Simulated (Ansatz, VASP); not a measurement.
Two plane-wave programs on Ti

The input INCAR:

```
SYSTEM = Ti
PREC = Accurate
ENCUT = 520
EDIFF = 1E-6
ISMEAR = -1
SIGMA = 0.1
LREAL = .FALSE.
LASPH = .TRUE.
NELM = 80
ALGO = Normal
ISIF = 2
LWAVE = .FALSE.
LCHARG = .TRUE.
GGA = RE
LELF = .TRUE.
LVHAR = .TRUE.
NBANDS = 12
```

Contents of KPOINTS:

```
regular mesh
0
G
  15 15 15
  0 0 0
```

Contents of POSCAR:

```
Ti
1.0
   -1.6422078818      1.6422078818      1.6422078818
    1.6422078818     -1.6422078818      1.6422078818
    1.6422078818      1.6422078818     -1.6422078818
Ti
1
Direct
    0.0000000000      0.0000000000      0.0000000000
```

Input for Ansatz:

```yaml
crystal:
  lattice:
    - [-1.6422078818, 1.6422078818, 1.6422078818]
    - [1.6422078818, -1.6422078818, 1.6422078818]
    - [1.6422078818, 1.6422078818, -1.6422078818]
  atoms:
    - { symbol: Ti, position: [0.0, 0.0, 0.0] }
hamiltonian:
  xc: revpbe
  pseudopotentials:
    kind: paw
    azcp:
      Ti: "pseudopotentials/Ti.paw.azcp"
basis:
  ecutwfc: 420
  fft_grid_basis: typed
kpoints:
  mp_grid: { grid: [15, 15, 15], shift: [0, 0, 0] }
magnetization:
  spin_polarized: false
scf:
  occupations: { method: fermi_dirac, width: 0.1 }
  lower_state_search: "off"
output:
  stress: true
  write_density: true
  write_potential: true
  elf: true
  volumetric_format: npy
```

Alike in both runs: task single point; functional revPBE; k mesh 15 × 15 × 15; occupations fermi-dirac, width 0.1 eV; no spin polarisation.

|  | VASP | Ansatz |
| --- | --- | --- |
| version | VASP 6.6.1 | Ansatz 0.2.0 |
| potentials or method | VASP PAW PBE potentials, release 64 (Ti_sv), cutoff 520 eV | plane waves (420 eV) with PAW, scalar-relativistic |
| valence electrons in the cell | 12 | 12 |

Ansatz gave:

- pressure (GPa): 0.0

**Question.** Which values does VASP return?

**Answer.** Pressure (GPa): -0.2.

VASP's potentials were made for PBE, not for revPBE. The functional is the same, so the differences come from potentials, cutoffs and numerics.
